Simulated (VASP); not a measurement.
# BN (F-43m) in VASP: notebook, part 2 of 2

VASP 6.6.1.

## Step 4: Single point, r2SCAN

This run uses another cell than the first one, of 5.88 Å³/atom.

POSCAR

```
BN
1.0
    0.0000000000      1.8044187296      1.8044187296
    1.8044187296      0.0000000000      1.8044187296
    1.8044187296      1.8044187296      0.0000000000
B N
1 1
Direct
    0.0000000000      0.0000000000      0.0000000000
    0.2500000000      0.2500000000      0.2500000000
```

INCAR.step1

```
PREC     = Accurate       # precision mode
ENCUT    = 660            # plane-wave cutoff, eV
ISMEAR   = 0              # smearing method
SIGMA    = 0.01           # smearing width, eV
LREAL    = False          # projectors in reciprocal space
LASPH    = True           # aspherical terms in the spheres
NELM     = 120            # most SCF steps
NBANDS   = 11             # bands
GGA      = PE             # functional
ALGO     = Normal         # electronic algorithm
EDIFF    = 1E-5           # SCF threshold, eV
LWAVE    = True           # write WAVECAR
LCHARG   = False          # write CHGCAR
GGA_COMPAT= False
```

INCAR.step2

```
PREC     = Accurate       # precision mode
ENCUT    = 660            # plane-wave cutoff, eV
EDIFF    = 1E-6           # SCF threshold, eV
ISMEAR   = 0              # smearing method
SIGMA    = 0.01           # smearing width, eV
LREAL    = False          # projectors in reciprocal space
LASPH    = True           # aspherical terms in the spheres
NELM     = 120            # most SCF steps
ALGO     = Normal         # electronic algorithm
ISIF     = 2              # what is computed and relaxed
LWAVE    = False          # write WAVECAR
LCHARG   = False          # write CHGCAR
METAGGA  = R2SCAN         # meta-GGA
LMIXTAU  = True         
NBANDS   = 11             # bands
ISTART   = 1            
GGA_COMPAT= False
```

KPOINTS

```
regular mesh
0
Gamma
  10 10 10
```

Potentials or basis: VASP PAW PBE potentials, release 64 (B, N).

On the command line:

```bash
$ cat potpaw_PBE.64/B/POTCAR potpaw_PBE.64/N/POTCAR > POTCAR
$ cp INCAR.step1 INCAR
$ mpirun -np 1 vasp_std > vasp.out
$ cp INCAR.step2 INCAR
$ mpirun -np 1 vasp_std > vasp.out
```

OUTCAR:

```text
PREC = Accurate
   ENCUT = 660
   EDIFF = 1E-6
   ISMEAR = 0
   LREAL = False
   LASPH = True
   NELM = 120
   ISIF = 2
   METAGGA = R2SCAN
   ISTART = 1

 ion  position               nearest neighbor table
   1  0.000  0.000  0.000-   2 1.56   2 1.56   2 1.56   2 1.56
   2  0.250  0.250  0.250-   1 1.56   1 1.56   1 1.56   1 1.56

  LATTYP: Found a face centered cubic cell.
 ALAT       =     3.6088374592

  Lattice vectors:

 A1 = (   0.0000000000,   1.8044187296,   1.8044187296)
 A2 = (   1.8044187296,   0.0000000000,   1.8044187296)
 A3 = (   1.8044187296,   1.8044187296,   0.0000000000)

Analysis of symmetry for initial positions (statically):
=====================================================================
 Subroutine PRICEL returns:
 Original cell was already a primitive cell.

 Routine SETGRP: Setting up the symmetry group for a
 face centered cubic supercell.

 Subroutine GETGRP returns: Found 24 space group operations
 (whereof 24 operations were pure point group operations)
 out of a pool of 48 trial point group operations.

The static configuration has the point symmetry T_d .

Analysis of symmetry for dynamics (positions and initial velocities):
=====================================================================
 Subroutine PRICEL returns:
 Original cell was already a primitive cell.

 Routine SETGRP: Setting up the symmetry group for a
 face centered cubic supercell.

 Subroutine GETGRP returns: Found 24 space group operations
 (whereof 24 operations were pure point group operations)
 out of a pool of 48 trial point group operations.

The dynamic configuration has the point symmetry T_d .

 Subroutine INISYM returns: Found 24 space group operations
 (whereof 24 operations are pure point group operations),
 and found     1 'primitive' translations

----------------------------------------------------------------------------------------

[... 114 lines left out ...]
  Fermi-wavevector in a.u.,A,eV,Ry     =   1.440205  2.721592 28.221055  2.074189
  Thomas-Fermi vector in A             =   2.558975
   LORBIT       =      0    0 simple, 1 ext, 2 COOP (PROOUT), +10 PAW based schemes
   METAGGA = R2SCAN    functional components
   LHFCALC =     F    Hartree Fock is set to
   AEXX    =    0.0000 exact exchange contribution
   IVDW    =     0    specifies the selected vdW correction
   LEPSILON=     F    determine dielectric tensor
   LRPA    =     F    only Hartree local field effects (RPA)
 non-spin polarized calculation
 Gauss-broadening in eV      SIGMA  =   0.01
  energy-cutoff  :      660.00
  volume of cell :       11.75
 maximum number of plane-waves:       465
 NGX is ok and might be reduce to    24
   NGX = 11   NGY = 11   NGZ = 11

 number of electron       8.0000000 magnetization

 Free energy of the ion-electron system (eV)
  ---------------------------------------------------
  ext. energy  EPLUGINS =         0.00000000
  ---------------------------------------------------
  free energy    TOTEN  =       -19.17467139 eV

  energy without entropy =      -19.17467139  energy(sigma->0) =      -19.17467139

 E-fermi :   7.4634     XC(G=0): -13.6731

 val. band max:        7.3046671717   @ k =   0.0000   0.0000   0.0000
 cond. band min:      12.2876235130   @ k =   0.5000   0.5000   0.0000
 fundamental gap:      4.9829563413
 Fermi energy:         7.4634068396

 k-point     1 :       0.0000    0.0000    0.0000
  band No.  band energies     occupation
      1     -14.0457      2.00000
      2       7.3047      2.00000
      3       7.3047      2.00000
      4       7.3047      2.00000
      5      16.8560      0.00000
      6      16.8560      0.00000
      7      16.8560      0.00000
      8      18.4565      0.00000
      9      33.5394      0.00000
     10      36.1096      0.00000
     11      36.1096      0.00000
[... 309 lines left out ...]
 k-point    24 :       0.4000    0.3000    0.0000
  band No.  band energies     occupation
      1     -10.1414      2.00000
      2       0.1635      2.00000
      3       2.5972      2.00000
      4       3.0525      2.00000
      5      13.9998      0.00000
      6      18.6385      0.00000
      7      23.9614      0.00000
      8      24.0776      0.00000
      9      28.3920      0.00000
     10      36.0867      0.00000
     11      40.5683      0.00000

 [... further k-points ...]
[... 5 lines left out ...]
  --------------------------------------------------------------------------------------
  -------------------------------------------------------------------------------------
  Total        0.1084249      0.1084249      0.1084249      0.0000000      0.0000000      0.0000000
  in kB       14.7841919     14.7841919     14.7841919      0.0000000      0.0000000      0.0000000
  external PRESSURE =      14.7841919 kB  Pullay stress =       0.0000000 kB

 VOLUME and BASIS-vectors are now :
 -----------------------------------------------------------------------------
  energy-cutoff  :      660.00
  volume of cell :       11.75
      direct lattice vectors                 reciprocal lattice vectors
     0.000000000  1.804418730  1.804418730    -0.277097545  0.277097545  0.277097545
     1.804418730  0.000000000  1.804418730     0.277097545 -0.277097545  0.277097545
     1.804418730  1.804418730  0.000000000     0.277097545  0.277097545 -0.277097545

 POSITION                                       TOTAL-FORCE (eV/Angst)
 -----------------------------------------------------------------------------------
      0.00000      0.00000      0.00000         0.000000     -0.000000      0.000000
      0.90221      0.90221      0.90221        -0.000000      0.000000     -0.000000
 -----------------------------------------------------------------------------------
    total drift:                                0.000000      0.000000      0.000000

  FREE ENERGIE OF THE ION-ELECTRON SYSTEM (eV)
  ---------------------------------------------------
  free  energy   TOTEN  =       -19.1746713917 eV

  energy  without entropy=      -19.1746713917  energy(sigma->0) =      -19.17467139
```

Run time: 34 s. Hardware: 1 thread of AMD EPYC 7R13 (Zen 3), shared host; peak memory 0.11 GiB.

Results:

| Item | Value |
| --- | --- |
| Free energy | -19.1747 eV |
| Pressure | 1.5 GPa |
| Band gap on the k mesh | 4.98 eV (least direct gap 9.55 eV) |

Caveat: the PAW data sets were made with another functional, which shifts forces and pressure a little.

## Step 5: Single point, r2SCAN

This run uses another cell than the first one, of 5.88 Å³/atom.

POSCAR is that of step 4.

INCAR.step1

```
SYSTEM = BN
ALGO = Normal
EDIFF = 1E-5
ENCUT = 660
GGA = PE
GGA_COMPAT = .False.
ISMEAR = 0
LASPH = .True.
LCHARG = .False.
LREAL = .False.
LWAVE = .True.
NBANDS = 11
NELM = 120
PREC = Accurate
SIGMA = 0.01
```

INCAR.step2

```
SYSTEM = BN
ALGO = Normal
EDIFF = 1E-6
ENCUT = 660
GGA_COMPAT = .False.
ISIF = 2
ISMEAR = 0
ISTART = 1
LASPH = .True.
LCHARG = .False.
LMIXTAU = .True.
LREAL = .False.
LWAVE = .False.
METAGGA = R2SCAN
NBANDS = 11
NELM = 120
PREC = Accurate
SIGMA = 0.01
```

KPOINTS

```
k-points
0
Gamma
  10 10 10
  0 0 0
```

On the command line:

```bash
$ cat potpaw_PBE.64/B/POTCAR potpaw_PBE.64/N/POTCAR > POTCAR
$ cp INCAR.step1 INCAR
$ mpirun -np 1 vasp_std > vasp.out
$ cp INCAR.step2 INCAR
$ mpirun -np 1 vasp_std > vasp.out
```

It took 33 s on 1 thread of AMD EPYC 7R13 (Zen 3), shared host; peak memory 0.11 GiB.

It converged, with:

- Free energy: -19.1747 eV
- Pressure: 1.5 GPa
- Band gap on the k mesh: 4.98 eV (least direct gap 9.55 eV)

Levels at points of the mesh, in eV from the valence-band top:
```tsv
k point	band 1	band 2	band 3	band 4	band 5	band 6	band 7	band 8
(0.00, 0.00, 0.00)	-21.35	0.00	0.00	0.00	9.55	9.55	9.55	11.15
(0.50, 0.00, 0.00)	-17.03	-11.13	-2.02	-2.02	10.86	11.50	11.50	16.46
(0.50, 0.50, 0.00)	-15.60	-9.35	-5.12	-5.12	4.98	9.85	19.34	19.34
```

Caveat: the PAW data sets were made with another functional, which shifts forces and pressure a little.

## Step 6: Relaxation of cell and atoms, r2SCAN

POSCAR

```
BN
1.0
    0.0000000000      1.8080000000      1.8080000000
    1.8080000000      0.0000000000      1.8080000000
    1.8080000000      1.8080000000      0.0000000000
B N
1 1
Direct
    0.0000000000      0.0000000000      0.0000000000
    0.2500000000      0.2500000000      0.2500000000
```

INCAR.step1

```
SYSTEM = BN
  ALGO = Normal
  EDIFF = 1E-5
  EDIFFG = -0.005
  ENCUT = 660
  GGA = PE
  GGA_COMPAT = .False.
  IBRION = 2
  ISIF = 3
  ISMEAR = 0
  LASPH = .True.
  LCHARG = .False.
  LREAL = .False.
  LWAVE = .True.
  NELM = 120
  NELMIN = 4
  NSW = 100
  PREC = Accurate
  SIGMA = 0.02
```

INCAR.step2

```
SYSTEM = BN
  ALGO = Normal
  EDIFF = 1E-7
  EDIFFG = -0.002
  ENCUT = 660
  GGA_COMPAT = .False.
  IBRION = 2
  ISIF = 3
  ISMEAR = 0
  ISTART = 1
  LASPH = .True.
  LCHARG = .False.
  LMIXTAU = .True.
  LREAL = .False.
  LWAVE = .False.
  METAGGA = R2SCAN
  NELM = 120
  NELMIN = 4
  NSW = 100
  PREC = Accurate
  SIGMA = 0.02
```

KPOINTS is that of step 5.

Potentials or basis: VASP PAW PBE potentials, release 64 (B, N).

On the command line:

```bash
$ cat potpaw_PBE.64/B/POTCAR potpaw_PBE.64/N/POTCAR > POTCAR
$ cp INCAR.step1 INCAR
$ mpirun -np 1 vasp_std > vasp.out
$ cp INCAR.step2 INCAR
$ mpirun -np 1 vasp_std > vasp.out
```

Wall time 69 s (1 thread of AMD EPYC 7R13 (Zen 3), shared host); peak memory 0.11 GiB.

Results (log left out):

```
Free energy                           : -19.1750 eV
Relaxed volume                        : 5.90 Å³/atom
Relaxed cell                          : a = 2.555 Å, b = 2.555 Å, c = 2.555 Å, α = 60.00°, β = 60.00°, γ = 60.00°
Space group after relaxing (to 0.1 Å) : F-43m (No. 216)
Energy gained by relaxing             : 0.0 meV/atom
Ionic steps                           : 3
Pressure after relaxing               : 0.0 GPa
Band gap on the k mesh                : 4.98 eV (least direct gap 9.53 eV)
```

Final structure:
```cif
data_structure
_symmetry_space_group_name_H-M 'P 1'
_symmetry_Int_Tables_number 1
_cell_length_a 2.5550
_cell_length_b 2.5550
_cell_length_c 2.5550
_cell_angle_alpha 60.000
_cell_angle_beta 60.000
_cell_angle_gamma 60.000
_cell_volume 11.79
loop_
_atom_site_label
_atom_site_type_symbol
_atom_site_fract_x
_atom_site_fract_y
_atom_site_fract_z
_atom_site_occupancy
B1 B 0.00000 0.00000 0.00000 1
N1 N 0.25000 0.25000 0.25000 1
```

Levels at points of the mesh, in eV from the valence-band top:
| k point | band 2 | band 3 | band 4 | band 5 | band 6 | band 7 |
| --- | --- | --- | --- | --- | --- | --- |
| (0.00, 0.00, 0.00) | 0.00 | 0.00 | 0.00 | 9.53 | 9.53 | 9.53 |
| (0.50, 0.00, 0.00) | -11.10 | -2.02 | -2.02 | 10.81 | 11.48 | 11.48 |
| (0.50, 0.50, 0.00) | -9.33 | -5.10 | -5.10 | 4.98 | 9.82 | 19.28 |

Caveat: the PAW data sets were made with another functional, which shifts forces and pressure a little. A k mesh can miss the band edges.

## Step 7: Summary

```tsv
task	cell	k mesh	smearing	gap on the mesh (eV)	pressure (GPa)
single point	a = 2.557 Å, angles 60.0°, 2 atoms	8 × 8 × 8	gaussian 0.1 eV	4.98	-0.9
single point	a = 2.552 Å, angles 60.0°, 2 atoms	10 × 10 × 10	gaussian 0.02 eV	4.98	1.5
single point	a = 2.552 Å, angles 60.0°, 2 atoms	10 × 10 × 10	gaussian 0.01 eV	4.98	1.5
relaxation of cell and atoms	relaxed from a = 2.557 Å, angles 60.0°, 2 atoms	10 × 10 × 10	gaussian 0.02 eV	4.98	0.0
```

Alike in all rows: level r2SCAN; potentials or basis VASP PAW PBE potentials, release 64 (B, N); no spin polarisation; cutoff (eV) 660.

Caveats: the PAW data sets were made with another functional, which shifts forces and pressure a little.

Total energies depend on the potentials used, so only differences within one code and one set of settings carry meaning.
